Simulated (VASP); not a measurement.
# Zn3C (Im-3m) in VASP: further runs, part 2 of 2

VASP 6.6.1. Earlier steps stand in the parts before.

### Step 4. Relaxation of cell and atoms, PBE

This run uses another cell than the first one, of 15.12 Å³/atom, 1.040 times its volume.

The input, INCAR:

```
  PREC = Accurate
  ENCUT = 600
  EDIFF = 1E-7
  ISMEAR = 0
  SIGMA = 0.1
  LREAL = False
  LASPH = True
  NELM = 100
  ALGO = Normal
  ISIF = 3
  LWAVE = False
  LCHARG = False
  GGA = PE
  IBRION = 2
  NSW = 90
  EDIFFG = -0.04
```

The input, KPOINTS:

```
regular mesh
0
Gamma
  6 6 6
```

The input, POSCAR:

```
Zn3C
1.0
   -2.4730386100      2.4730386100      2.4730386100
    2.4730386100     -2.4730386100      2.4730386100
    2.4730386100      2.4730386100     -2.4730386100
Zn C
3 1
Direct
    0.0000000000      0.5000000000      0.5000000000
    0.5000000000      0.0000000000      0.5000000000
    0.5000000000      0.5000000000      0.0000000000
    0.0000000000      0.0000000000      0.0000000000
```

Potentials or basis: VASP PAW PBE potentials, release 64 (Zn, C).

Started as:

```
> cat potpaw_PBE.64/Zn/POTCAR potpaw_PBE.64/C/POTCAR > POTCAR
> mpirun -np 1 vasp_std > vasp.out
```

OUTCAR:

```text
PREC = Accurate
   ENCUT = 600
   EDIFF = 1E-7
   ISMEAR = 0
   LREAL = False
   LASPH = True
   NELM = 100
   ISIF = 3
   GGA = PE
   IBRION = 2
   NSW = 90
   EDIFFG = -0.04

 ion  position               nearest neighbor table
   1  0.000  0.500  0.500-   2 2.47   3 2.47   4 2.47   4 2.47   3 2.47   2 2.47
   2  0.500  0.000  0.500-   1 2.47   3 2.47   4 2.47   3 2.47   4 2.47   1 2.47
   3  0.500  0.500  0.000-   1 2.47   2 2.47   4 2.47   2 2.47   1 2.47   4 2.47
   4  0.000  0.000  0.000-   1 2.47   2 2.47   3 2.47   1 2.47   2 2.47   3 2.47

  LATTYP: Found a body centered cubic cell.
 ALAT       =     4.9460772200

  Lattice vectors:

 A1 = (  -2.4730386100,   2.4730386100,   2.4730386100)
 A2 = (   2.4730386100,  -2.4730386100,   2.4730386100)
 A3 = (   2.4730386100,   2.4730386100,  -2.4730386100)

Analysis of symmetry for initial positions (statically):
=====================================================================
 Subroutine PRICEL returns:
 Original cell was already a primitive cell.

 Routine SETGRP: Setting up the symmetry group for a
 body centered cubic supercell.

 Subroutine GETGRP returns: Found 48 space group operations
 (whereof 48 operations were pure point group operations)
 out of a pool of 48 trial point group operations.

The static configuration has the point symmetry O_h .

Analysis of symmetry for dynamics (positions and initial velocities):
=====================================================================
 Subroutine PRICEL returns:
 Original cell was already a primitive cell.

 Routine SETGRP: Setting up the symmetry group for a
 body centered cubic supercell.

 Subroutine GETGRP returns: Found 48 space group operations
 (whereof 48 operations were pure point group operations)
 out of a pool of 48 trial point group operations.

The dynamic configuration has the point symmetry O_h .

[... 168 lines left out ...]
      0.00000      0.00000      2.47304         0.000000     -0.000000     -0.000000
      0.00000      0.00000      0.00000         0.000000     -0.000000      0.000000
 -----------------------------------------------------------------------------------
    total drift:                                0.000000      0.000000     -0.000000

  FREE ENERGIE OF THE ION-ELECTRON SYSTEM (eV)
  ---------------------------------------------------
  free  energy   TOTEN  =        -7.7588560914 eV

  energy  without entropy=       -7.7504764832  energy(sigma->0) =       -7.75466629

--------------------------------------- Ionic step        2  -------------------------------------------

 number of electron      39.9999973 magnetization

 Free energy of the ion-electron system (eV)
  ---------------------------------------------------
  ext. energy  EPLUGINS =         0.00000000
  ---------------------------------------------------
  free energy    TOTEN  =        -7.77564995 eV

  energy without entropy =       -7.76738453  energy(sigma->0) =       -7.77151724

 E-fermi :   2.4629     XC(G=0): -11.1208

 val. band max:        2.4512271159   @ k =   0.3333   0.3333   0.0000
 cond. band min:       2.4742009143   @ k =  -0.3333   0.5000   0.1667
 fundamental gap:      0.0229737984
 Fermi energy:         2.4628601235

 k-point     1 :       0.0000    0.0000    0.0000
  band No.  band energies     occupation
      1      -8.8820      2.00000
      2      -5.7084      2.00000
      3      -5.7084      2.00000
      4      -5.5741      2.00000
      5      -5.4553      2.00000
      6      -5.4553      2.00000
[... 421 lines left out ...]
     23       5.6159      0.00000
     24       5.6159      0.00000

------------------------ aborting loop because EDIFF is reached ----------------------------------------

  FORCE on cell =-STRESS in cart. coord.  units (eV):
  Direction    XX          YY          ZZ          XY          YZ          ZX
  --------------------------------------------------------------------------------------
  -------------------------------------------------------------------------------------
  Total       -0.0151242     -0.0151242     -0.0151242      0.0000000      0.0000000     -0.0000000
  in kB       -0.4145621     -0.4145621     -0.4145621      0.0000000      0.0000000     -0.0000000
  external PRESSURE =      -0.4145621 kB  Pullay stress =       0.0000000 kB

 VOLUME and BASIS-vectors are now :
 -----------------------------------------------------------------------------
  energy-cutoff  :      600.00
  volume of cell :       58.45
      direct lattice vectors                 reciprocal lattice vectors
    -2.444806576  2.444806576  2.444806576     0.000000000  0.204515157  0.204515157
     2.444806576 -2.444806576  2.444806576     0.204515157  0.000000000  0.204515157
     2.444806576  2.444806576 -2.444806576     0.204515157  0.204515157  0.000000000

 POSITION                                       TOTAL-FORCE (eV/Angst)
 -----------------------------------------------------------------------------------
      2.44481      0.00000      0.00000         0.000000     -0.000000      0.000000
      2.44481      0.00000      2.44481        -0.000000     -0.000000     -0.000000
      0.00000      0.00000      2.44481        -0.000000      0.000000     -0.000000
      0.00000     -0.00000      0.00000        -0.000000      0.000000     -0.000000
 -----------------------------------------------------------------------------------
    total drift:                                0.000000      0.000000      0.000000

  FREE ENERGIE OF THE ION-ELECTRON SYSTEM (eV)
  ---------------------------------------------------
  free  energy   TOTEN  =        -7.7756499466 eV

  energy  without entropy=       -7.7673845348  energy(sigma->0) =       -7.77151724

 reached required accuracy - stopping structural energy minimisation
```

OSZICAR:

```text
N       E                     dE             d eps       ncg     rms          rms(c)
DAV:   1     0.226365341520E+03    0.22637E+03   -0.22330E+04   768   0.269E+03
DAV:   2     0.466235543664E+01   -0.22170E+03   -0.21906E+03   840   0.414E+02
DAV:   3    -0.898453983392E+01   -0.13647E+02   -0.13456E+02   872   0.108E+02
[... 20 lines left out ...]
DAV:   7    -0.777565436829E+01   -0.69287E-05   -0.93737E-05   920   0.154E-01    0.207E-02
DAV:   8    -0.777564968087E+01    0.46874E-05   -0.37450E-05   880   0.997E-02    0.228E-03
DAV:   9    -0.777564975364E+01   -0.72770E-07   -0.10729E-06   840   0.132E-02    0.111E-03
DAV:  10    -0.777564995121E+01   -0.19757E-06   -0.73820E-08   392   0.245E-03    0.375E-04
DAV:  11    -0.777564994655E+01    0.46584E-08   -0.95631E-09   384   0.120E-03
   2 F= -.77756499E+01 E0= -.77715172E+01  d E =-.167939E-01
```

CONTCAR:

```text
Zn3C
   1.00000000000000
    -2.4448065760882853    2.4448065760882853    2.4448065760882853
     2.4448065760882853   -2.4448065760882853    2.4448065760882853
     2.4448065760882853    2.4448065760882853   -2.4448065760882853
  Zn              C
     3     1
Direct
     0.0000000000000000    0.5000000000000000    0.5000000000000000
     0.5000000000000000    1.0000000000000000    0.5000000000000000
     0.5000000000000000    0.5000000000000000    0.0000000000000000
     0.0000000000000000    0.0000000000000000    0.0000000000000000

  0.00000000E+00  0.00000000E+00  0.00000000E+00
  0.00000000E+00  0.00000000E+00  0.00000000E+00
  0.00000000E+00  0.00000000E+00  0.00000000E+00
  0.00000000E+00  0.00000000E+00  0.00000000E+00
```

Run time: 24 s. Hardware: 1 thread of Intel Xeon 6975P-C (Granite Rapids), shared host; peak memory 0.21 GiB.

Results:

```
Free energy                            : -7.7756 eV
Relaxed volume                         : 14.61 Å³/atom
Relaxed cell                           : a = 4.235 Å, b = 4.235 Å, c = 4.235 Å, α = 109.47°, β = 109.47°, γ = 109.47°
Space group after relaxing (to 0.05 Å) : Im-3m (No. 229)
Energy gained by relaxing              : 4.2 meV/atom
Ionic steps                            : 2
Pressure after relaxing                : 0.0 GPa
Band gap on the k mesh                 : zero (band 20 reaches 3.71 eV, above the bottom of band 21 at -0.14 eV)
```

Step by step:
```tsv
step	energy change (eV)	largest force (eV/Å)	pressure (GPa)	volume (Å³)
1	0.0000	0.0000	-2.51	60.50
2	-0.0168	0.0000	-0.04	58.45
```

Final structure:
```cif
data_structure
_symmetry_space_group_name_H-M 'P 1'
_symmetry_Int_Tables_number 1
_cell_length_a 4.2345
_cell_length_b 4.2345
_cell_length_c 4.2345
_cell_angle_alpha 109.471
_cell_angle_beta 109.471
_cell_angle_gamma 109.471
_cell_volume 58.45
loop_
_atom_site_label
_atom_site_type_symbol
_atom_site_fract_x
_atom_site_fract_y
_atom_site_fract_z
_atom_site_occupancy
Zn1 Zn 0.00000 0.50000 0.50000 1
Zn2 Zn 0.50000 0.00000 0.50000 1
Zn3 Zn 0.50000 0.50000 0.00000 1
C1 C 0.00000 0.00000 0.00000 1
```

Levels at points of the mesh, in eV from the Fermi level:
```
           k point  band 16  band 17  band 18  band 19  band 20  band 21  band 22  band 23  band 24
(0.00, 0.00, 0.00)    -6.26    -3.12    -1.30    -1.30    -1.30     1.90     1.90     1.90     4.28
(0.50, 0.00, 0.00)    -6.76    -6.20    -2.91    -1.65    -1.37     0.50     2.83     2.89     5.67
(0.50, 0.50, 0.50)    -5.79    -3.87    -3.87    -3.87    -2.60    -2.60     3.15     3.15     3.15
```

### Step 5. Single point, PBE

The input, INCAR:

```
PREC = Accurate
ENCUT = 520
EDIFF = 1E-7
ISMEAR = 0
SIGMA = 0.1
LREAL = F
LASPH = T
NELM = 80
ALGO = Normal
ISIF = 2
LWAVE = F
LCHARG = F
GGA = PE
NBANDS = 28
```

The input, KPOINTS:

```
Automatic mesh
0
Gamma
  14 14 14
```

The input, POSCAR:

```
Zn3C
1.0
   -2.4417565435      2.4417565435      2.4417565435
    2.4417565435     -2.4417565435      2.4417565435
    2.4417565435      2.4417565435     -2.4417565435
Zn C
3 1
Direct
    0.0000000000      0.5000000000      0.5000000000
    0.5000000000      0.0000000000      0.5000000000
    0.5000000000      0.5000000000      0.0000000000
    0.0000000000      0.0000000000      0.0000000000
```

Started as:

```
> cat potpaw_PBE.64/Zn/POTCAR potpaw_PBE.64/C/POTCAR > POTCAR
> mpirun -np 1 vasp_std > vasp.out
```

Run time: 51 s. Hardware: 1 thread of Intel Xeon 6975P-C (Granite Rapids), shared host; peak memory 0.27 GiB.

Results (log left out):

```
Free energy            : -7.7881 eV
Pressure               : 0.4 GPa
Band gap on the k mesh : zero (band 20 reaches 4.47 eV, above the bottom of band 21 at -0.11 eV)
```

Levels at points of the mesh, in eV from the Fermi level:
```tsv
k point	band 18	band 19	band 20	band 21	band 22	band 23
(0.00, 0.00, 0.00)	-1.40	-1.40	-1.40	1.80	1.80	1.80
(0.50, 0.00, 0.00)	-3.01	-1.76	-1.47	0.40	2.75	2.80
(0.50, 0.50, 0.50)	-3.99	-3.99	-2.70	-2.70	3.06	3.06
```

### Step 6. Summary

```csv
task,cell,k mesh,cutoff (eV),gap on the mesh (eV),pressure (GPa)
single point,"a = 4.228 Å, angles 109.5°, 4 atoms",6 × 6 × 6,520,none,0.4
single point,"a = 4.283 Å, angles 109.5°, 4 atoms",6 × 6 × 6,520,none,-2.4
relaxation of cell and atoms,"relaxed from a = 4.283 Å, angles 109.5°, 4 atoms",6 × 6 × 6,600,none,0.0
single point,"a = 4.229 Å, angles 109.5°, 4 atoms",14 × 14 × 14,520,none,0.4
```

Alike in all rows: level PBE; potentials or basis VASP PAW PBE potentials, release 64 (Zn, C); no spin polarisation; smearing gaussian 0.1 eV.

Absolute energies hang on the potentials; compare differences alone.
